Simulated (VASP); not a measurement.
# Si54O (a cell with a defect) in VASP: single point with PBE

Aim: the single point of Si54O (a cell with a defect) with PBE.

All numbers are computed with VASP 6.6.1; they aren't measurements. Logs are shortened: lines on timing, memory, paths and dates and some standing lists are left out, and cuts for length are marked.

## Step 1: The cell of the first run

The cell holds a defect, 55 atoms: a = 11.604 Å, b = 11.604 Å, c = 11.604 Å, α = 60.00°, β = 60.00°, γ = 60.00°.

## Step 2: Single point, PBE

INCAR

```
SYSTEM = Si54O
ALGO     = Fast           ! electronic algorithm
EDIFF    = 1E-6           ! SCF threshold, eV
ENCUT    = 520            ! plane-wave cutoff, eV
GGA      = PE             ! functional
ISIF     = 2              ! what is computed and relaxed
ISMEAR   = 0              ! smearing method
LASPH    = .True.         ! aspherical terms in the spheres
LCHARG   = .False.        ! write CHGCAR
LREAL    = Auto         
LWAVE    = .False.        ! write WAVECAR
NBANDS   = 144            ! bands
NELM     = 80             ! most SCF steps
PREC     = Accurate       ! precision mode
SIGMA    = 0.02           ! smearing width, eV
```

KPOINTS

```
k-points
0
Gamma
  2 2 2
  0 0 0
```

POSCAR

```
Si54O
1.0
   -8.2051406323      0.0000000000      8.2051406323
   -8.2051406323     -8.2051406323      0.0000000000
    0.0000000000     -8.2051406323      8.2051406323
Si O
54 1
Direct
    0.2542222728      0.9197170211      0.2544143475
    0.2529648294      0.5797717813      0.2533889537
    0.2483420567      0.2553546117      0.2485107314
    0.2532196696      0.9193161139      0.5741830897
    0.2497998014      0.5831621558      0.5838498954
    0.2495112627      0.2492476475      0.5850014296
    0.2137512419      0.9217972414      0.9321606226
    0.2525400956      0.5805648207      0.9145899304
    0.2495098002      0.2499303902      0.9163318872
    0.5732618989      0.9193551748      0.2538837045
    0.5834936553      0.5831478965      0.2499061981
    0.5844695070      0.2492239428      0.2499510480
    0.5821939214      0.9182873686      0.5833876852
    0.5831568543      0.5829683139      0.5838275314
    0.5830482638      0.2501876680      0.5836205879
    0.5829761139      0.9174948166      0.9150559797
    0.5792675852      0.5899610033      0.9151872389
    0.5847427503      0.2491062118      0.9162863669
    0.9349087168      0.9236710057      0.2079694397
    0.9143098621      0.5802572087      0.2530612323
    0.9164270714      0.2501138118      0.2495753689
    0.9156455491      0.9186391602      0.5827251127
    0.9155248931      0.5885358602      0.5802019384
    0.9162169592      0.2492026757      0.5850989295
    0.9311629553      0.9203625311      0.9301540756
    0.9149754814      0.5903636168      0.9147222255
    0.9128785643      0.2608854736      0.9132973261
    0.1663499215      0.1693904544      0.1663005622
    0.1805017204      0.8256950494      0.1801022147
    0.1647734708      0.5058637854      0.1650123454
    0.1661439531      0.1689793706      0.4986881619
    0.1657243381      0.8328481870      0.5013212673
    0.1659950220      0.4983640968      0.5025936404
    0.1640322281      0.1686236180      0.8339771135
    0.1779817148      0.8268194665      0.8166018476
    0.1655449993      0.4991256315      0.8337949715
    0.4985583652      0.1689794925      0.1662134217
    0.5012479596      0.8328160730      0.1653870495
    0.5022300878      0.4984528216      0.1659233596
    0.4994241030      0.1675742149      0.4997947243
    0.5001560222      0.8326769529      0.5009302929
    0.4998994757      0.4999334788      0.5000668098
    0.4994764482      0.1669305331      0.8337500607
    0.4874856726      0.8393509397      0.8368493372
    0.5017619057      0.4983595265      0.8337819309
    0.8333478738      0.1695328042      0.1643158308
    0.8155804757      0.8263309313      0.1787071746
    0.8333982081      0.4993667609      0.1655217821
    0.8331462319      0.1679233863      0.4994866247
    0.8341383538      0.8375013675      0.4937323663
    0.8330086352      0.4984177826      0.5023566548
    0.8339421354      0.1677826818      0.8342424349
    0.8347089717      0.8396327143      0.8357010327
    0.8298384885      0.5087307686      0.8310162867
    0.0229916839     -0.0663468214      0.0225747502
```

Potentials or basis: VASP PAW PBE potentials, release 64 (Si, O).

Launch:

```console
$ cat potpaw_PBE.64/Si/POTCAR potpaw_PBE.64/O/POTCAR > POTCAR
$ mpirun -np 1 vasp_std > vasp.out
```

OUTCAR:

```text
SYSTEM = Si54O
   EDIFF = 1E-6
   ENCUT = 520
   GGA = PE
   ISIF = 2
   ISMEAR = 0
   LASPH = .True.
   LREAL = Auto
   NELM = 80
   PREC = Accurate

 ion  position               nearest neighbor table
   1  0.254  0.920  0.254-  29 2.30  32 2.34  38 2.34  28 2.37
   2  0.253  0.580  0.253-  29 2.34  33 2.36  39 2.36  30 2.38
   3  0.248  0.255  0.249-  28 2.37  31 2.37  37 2.37  30 2.37
   4  0.253  0.919  0.574-  35 2.30  32 2.34  41 2.34  31 2.37
   5  0.250  0.583  0.584-  32 2.37  33 2.37  36 2.37  42 2.37
   6  0.250  0.249  0.585-  34 2.36  33 2.36  40 2.37  31 2.37
   7  0.214  0.922  0.932-  55 1.88  34 2.36  35 2.38  29 2.40  44 2.60
   8  0.253  0.581  0.915-  35 2.34  45 2.36  36 2.36  30 2.37
   9  0.250  0.250  0.916-  34 2.36  36 2.36  43 2.37  28 2.37
  10  0.573  0.919  0.254-  47 2.30  41 2.34  38 2.34  37 2.37
  11  0.583  0.583  0.250-  38 2.37  48 2.37  39 2.37  42 2.37
  12  0.584  0.249  0.250-  46 2.36  39 2.36  40 2.37  37 2.37
  13  0.582  0.918  0.583-  40 2.36  41 2.37  50 2.39  44 2.40
  14  0.583  0.583  0.584-  41 2.37  51 2.37  45 2.37  42 2.37
  15  0.583  0.250  0.584-  42 2.37  40 2.37  49 2.37  43 2.37
  16  0.583  0.917  0.915-  43 2.36  38 2.37  53 2.39  44 2.39
  17  0.579  0.590  0.915-  44 2.36  54 2.37  45 2.37  39 2.38
[... 35 lines left out ...]
  53  0.835  0.840  0.836-  26 2.36  16 2.39  22 2.40  25 2.58
  54  0.830  0.509  0.831-  27 2.35  26 2.37  17 2.37  23 2.38
  55  0.023  0.934  0.023-  19 1.83   7 1.88  25 1.94

  LATTYP: Found a face centered cubic cell.
 ALAT       =    16.4102812646

  Lattice vectors:

 A1 = (  -8.2051406323,   0.0000000000,   8.2051406323)
 A2 = (  -8.2051406323,  -8.2051406323,   0.0000000000)
 A3 = (   0.0000000000,  -8.2051406323,   8.2051406323)

Analysis of symmetry for initial positions (statically):
=====================================================================
 Subroutine PRICEL returns:
 Original cell was already a primitive cell.

 Routine SETGRP: Setting up the symmetry group for a
 face centered cubic supercell.

 Subroutine GETGRP returns: Found  1 space group operations
 (whereof  1 operations were pure point group operations)
 out of a pool of 48 trial point group operations.

The static configuration has the point symmetry C_1 .

Analysis of symmetry for dynamics (positions and initial velocities):
=====================================================================
 Subroutine PRICEL returns:
 Original cell was already a primitive cell.

 Routine SETGRP: Setting up the symmetry group for a
 face centered cubic supercell.

 Subroutine GETGRP returns: Found  1 space group operations
 (whereof  1 operations were pure point group operations)
 out of a pool of 48 trial point group operations.

The dynamic configuration has the point symmetry C_1 .

 Subroutine INISYM returns: Found  1 space group operations
 (whereof  1 operations are pure point group operations),
 and found     1 'primitive' translations

----------------------------------------------------------------------------------------

                                     Primitive cell

  volume of cell :    1104.8112

  direct lattice vectors                    reciprocal lattice vectors
    -8.205140632  0.000000000  8.205140632    -0.060937408  0.060937408  0.060937408
    -8.205140632 -8.205140632  0.000000000    -0.060937408 -0.060937408 -0.060937408
     0.000000000 -8.205140632  8.205140632     0.060937408 -0.060937408  0.060937408

  length of vectors
    11.603821163 11.603821163 11.603821163     0.105546686  0.105546686  0.105546686

  position of ions in fractional coordinates (direct lattice)
     0.254222273  0.919717021  0.254414348
     0.252964829  0.579771781  0.253388954
     0.248342057  0.255354612  0.248510731
     0.253219670  0.919316114  0.574183090
     0.249799801  0.583162156  0.583849895
     0.249511263  0.249247647  0.585001430
[... 47 lines left out ...]
     0.829838489  0.508730769  0.831016287
     0.022991684  0.933653179  0.022574750

  ion indices of the primitive-cell ions
   primitive index   ion index
                 1           1
                 2           2
                 3           3
                 4           4
                 5           5
                 6           6
[... 47 lines left out ...]
                54          54
                55          55

----------------------------------------------------------------------------------------

 KPOINTS: k-points

Automatic generation of k-mesh.
 Grid dimensions read from file:
 generate k-points for:    2    2    2

 Generating k-lattice:

  Cartesian coordinates                     Fractional coordinates (reciprocal lattice)
    -0.030468704  0.030468704  0.030468704     0.500000000  0.000000000  0.000000000
    -0.030468704 -0.030468704 -0.030468704     0.000000000  0.500000000  0.000000000
     0.030468704 -0.030468704  0.030468704     0.000000000  0.000000000  0.500000000

  Length of vectors
     0.052773343  0.052773343  0.052773343

  Shift w.r.t. Gamma in fractional coordinates (k-lattice)
     0.000000000  0.000000000  0.000000000

 Subroutine IBZKPT returns following result:
 ===========================================

 Found      8 irreducible k-points:

 Following reciprocal coordinates:
            Coordinates               Weight
  0.000000  0.000000  0.000000      1.000000
  0.500000  0.000000  0.000000      1.000000
  0.000000  0.500000  0.000000      1.000000
  0.000000  0.000000  0.500000      1.000000
  0.500000  0.500000  0.500000      1.000000
  0.500000  0.500000  0.000000      1.000000
  0.000000  0.500000  0.500000      1.000000
  0.500000  0.000000  0.500000      1.000000
   k-points           NKPTS =      8   k-points in BZ     NKDIM =      8   number of bands    NBANDS=    144
   number of dos      NEDOS =    301   number of ions     NIONS =     55
   total plane-waves  NPLWV = 729000
   dimension x,y,z NGX =    90 NGY =   90 NGZ =   90
   dimension x,y,z NGXF=   180 NGYF=  180 NGZF=  180
   ions per type =              54   1
   NGX,Y,Z   is equivalent  to a cutoff of  12.89, 12.89, 12.89 a.u.
   NGXF,Y,Z  is equivalent  to a cutoff of  25.79, 25.79, 25.79 a.u.
 SYSTEM =  Si54O
   PREC   = accura    normal or accurate (medium, high low for compatibility)
   ISTART =      0    job   : 0-new  1-cont  2-samecut
   ICHARG =      2    charge: 1-file 2-atom 10-const
   ISPIN  =      1    spin polarized calculation?
   LNONCOLLINEAR =      F non collinear calculations
   LSORBIT =      F    spin-orbit coupling
   LASPH  =      T    aspherical Exc in radial PAW
   ENCUT  =  520.0 eV  38.22 Ry    6.18 a.u.  21.58 21.58 21.58*2*pi/ulx,y,z
   NELM   =     80;   NELMIN=  2; NELMDL= -5     # of ELM steps
   EDIFF  = 0.1E-05   stopping-criterion for ELM
   LREAL  =      T    real-space projection
   EDIFFG = 0.1E-04   stopping-criterion for IOM
   NSW    =      0    number of steps for IOM
   IBRION =     -1    ionic relax: 0-MD 1-quasi-New 2-CG
   NFREE  =      0    steps in history (QN), initial steepest desc. (CG)
   ISIF   =      2    stress and relaxation
   ISYM   =      2    0-nonsym 1-usesym 2-fastsym
   POTIM  = 0.5000    time-step for ionic-motion
   TEBEG  =    0.0;   TEEND  =   0.0 temperature during run
   PSTRESS=    0.0 pullay stress
   NELECT =     222.0000    total number of electrons
   NUPDOWN=      -1.0000    fix difference up-down
   EMIN   =  10.00;   EMAX   =-10.00  energy-range for DOS
   EFERMI =   0.00;   METHOD = LEGACY
   ISMEAR =     0;   SIGMA  =   0.02  broadening in eV -4-tet -1-fermi 0-gaus
   EFERMI_NEDOS =   21; number of points for ismear=-14 and -15
   IALGO  =     68    algorithm
   IMIX   =      4    mixing-type and parameters
     AMIX     =   0.40;   BMIX     =  1.00
     AMIX_MAG =   1.60;   BMIX_MAG =  1.00
  volume/ion in A,a.u.               =      20.09       135.56
  Fermi-wavevector in a.u.,A,eV,Ry     =   0.958878  1.812016 12.509823  0.919446
  Thomas-Fermi vector in A             =   2.088024
   LORBIT       =      0    0 simple, 1 ext, 2 COOP (PROOUT), +10 PAW based schemes
   GGA     = PE    functional components
   LHFCALC =     F    Hartree Fock is set to
   AEXX    =    0.0000 exact exchange contribution
   IVDW    =     0    specifies the selected vdW correction
   LEPSILON=     F    determine dielectric tensor
   LRPA    =     F    only Hartree local field effects (RPA)
 non-spin polarized calculation
 RMM-DIIS sequential band-by-band and
 Gauss-broadening in eV      SIGMA  =   0.02
  energy-cutoff  :      520.00
  volume of cell :     1104.81
 maximum number of plane-waves:     29794
 NGX is ok and might be reduce to    90
   NGX = 43   NGY = 43   NGZ = 43

 number of electron     222.0000002 magnetization

 Free energy of the ion-electron system (eV)
  ---------------------------------------------------
  ext. energy  EPLUGINS =         0.00000000
  ---------------------------------------------------
  free energy    TOTEN  =      -297.13297595 eV

  energy without entropy =     -297.13129165  energy(sigma->0) =     -297.13213380

 E-fermi :   5.8254     XC(G=0):  -9.3655

 val. band max:        5.8096967332   @ k =   0.0000   0.5000   0.5000
 cond. band min:       5.8463065685   @ k =   0.5000   0.5000   0.0000
 fundamental gap:      0.0366098352
 Fermi energy:         5.8253682063

 k-point     1 :       0.0000    0.0000    0.0000
  band No.  band energies     occupation
      1     -14.4313      2.00000
      2      -6.1066      2.00000
      3      -4.9738      2.00000
      4      -4.9595      2.00000
      5      -4.8877      2.00000
      6      -4.8265      2.00000
[... 997 lines left out ...]
    122       7.7846      0.00000
    123       7.8242      0.00000
 [bands above 123 left out]

------------------------ aborting loop because EDIFF is reached ----------------------------------------

  FORCE on cell =-STRESS in cart. coord.  units (eV):
  Direction    XX          YY          ZZ          XY          YZ          ZX
  --------------------------------------------------------------------------------------
  -------------------------------------------------------------------------------------
  Total        3.4644324      2.3110362      3.8282465      1.3366407      1.0769639      0.2368605
  in kB        5.0240573      3.3514230      5.5516540      1.9383723      1.5617936      0.3434908
  external PRESSURE =       4.6423781 kB  Pullay stress =       0.0000000 kB

 VOLUME and BASIS-vectors are now :
 -----------------------------------------------------------------------------
  energy-cutoff  :      520.00
  volume of cell :     1104.81
      direct lattice vectors                 reciprocal lattice vectors
    -8.205140632  0.000000000  8.205140632    -0.060937408  0.060937408  0.060937408
    -8.205140632 -8.205140632  0.000000000    -0.060937408 -0.060937408 -0.060937408
     0.000000000 -8.205140632  8.205140632     0.060937408 -0.060937408  0.060937408

 POSITION                                       TOTAL-FORCE (eV/Angst)
 -----------------------------------------------------------------------------------
     -9.63234     -9.63391      4.17344         0.005149      0.007768     -0.011540
     -6.83272     -6.83620      4.15470         0.000259     -0.000281      0.000865
     -4.13290     -4.13429      4.07675        -0.003203     -0.005084     -0.001867
     -9.62082    -12.25437      6.78896        -0.001273     -0.001617      0.003214
     -6.83457     -9.57550      6.84021         0.005848      0.000125      0.006883
     -4.09239     -6.84513      6.84729        -0.002167      0.001350      0.005481
[... 47 lines left out ...]
    -10.98315    -10.99281     13.62755        -0.009354      0.000491      0.001215
     -7.84941     -7.84598      0.37388         0.029523      0.008089     -0.044887
 -----------------------------------------------------------------------------------
    total drift:                                0.009370     -0.004258      0.004614

  FREE ENERGIE OF THE ION-ELECTRON SYSTEM (eV)
  ---------------------------------------------------
  free  energy   TOTEN  =      -297.1329759513 eV

  energy  without entropy=     -297.1312916538  energy(sigma->0) =     -297.13213380
```

It took 78 min on 1 thread of Oxide Virtual Turin-like, shared host; peak memory 1.8 GiB.

What came out:

```yaml
Free_energy: -297.1330 eV
Pressure: 0.5 GPa
Largest_force: 0.085 eV/Å
Band_gap_on_the_k_mesh: zero (bands 111 and 112 overlap by 0.08 eV)
```

Forces on the atoms (eV/Å):
```
Si   0.005  0.008 -0.012
Si   0.000  0.000  0.001
Si  -0.003 -0.005 -0.002
Si  -0.001 -0.002  0.003
Si   0.006  0.000  0.007
Si  -0.002  0.001  0.005
Si  -0.009 -0.010  0.018
Si   0.006  0.004  0.005
Si   0.005  0.008  0.005
Si  -0.004  0.004  0.005
Si   0.003  0.008  0.005
Si  -0.006 -0.001  0.001
Si   0.010 -0.015 -0.006
Si   0.005  0.000  0.006
Si   0.001 -0.003  0.002
Si   0.006 -0.007 -0.013
Si   0.002  0.001  0.000
Si   0.001  0.000  0.001
Si   0.050 -0.069  0.001
Si   0.007  0.001  0.003
Si   0.006 -0.002 -0.001
Si   0.005 -0.006 -0.001
Si   0.008 -0.006 -0.002
Si   0.004 -0.001 -0.006
Si   0.020 -0.037  0.015
Si   0.012  0.001  0.003
Si   0.011  0.012  0.012
Si  -0.002  0.000 -0.006
Si  -0.005  0.036 -0.021
Si  -0.002 -0.004 -0.005
Si  -0.006  0.000 -0.002
Si   0.002  0.003  0.001
Si  -0.002  0.000 -0.002
Si  -0.010 -0.008 -0.006
Si   0.006 -0.012  0.021
Si  -0.004  0.002  0.000
Si   0.002 -0.006 -0.004
Si   0.004  0.000 -0.002
Si  -0.001 -0.002 -0.003
Si   0.000  0.002 -0.005
Si  -0.003 -0.002  0.002
Si  -0.002 -0.001 -0.002
Si  -0.006 -0.003 -0.006
Si  -0.043  0.044  0.036
Si  -0.003 -0.004 -0.005
Si  -0.004 -0.003  0.000
Si  -0.034  0.025  0.007
Si   0.000  0.005  0.007
Si  -0.002  0.000 -0.001
Si  -0.025  0.036 -0.015
Si  -0.007  0.004  0.002
Si  -0.006 -0.001 -0.019
Si  -0.016 -0.001  0.015
Si  -0.009  0.000  0.001
O    0.030  0.008 -0.045
```

Stress tensor (GPa, compression positive):
```
0.50 0.19 0.03
0.19 0.34 0.16
0.03 0.16 0.56
```

The gap in the log of VASP goes by the Fermi energy; the results here count the filled bands.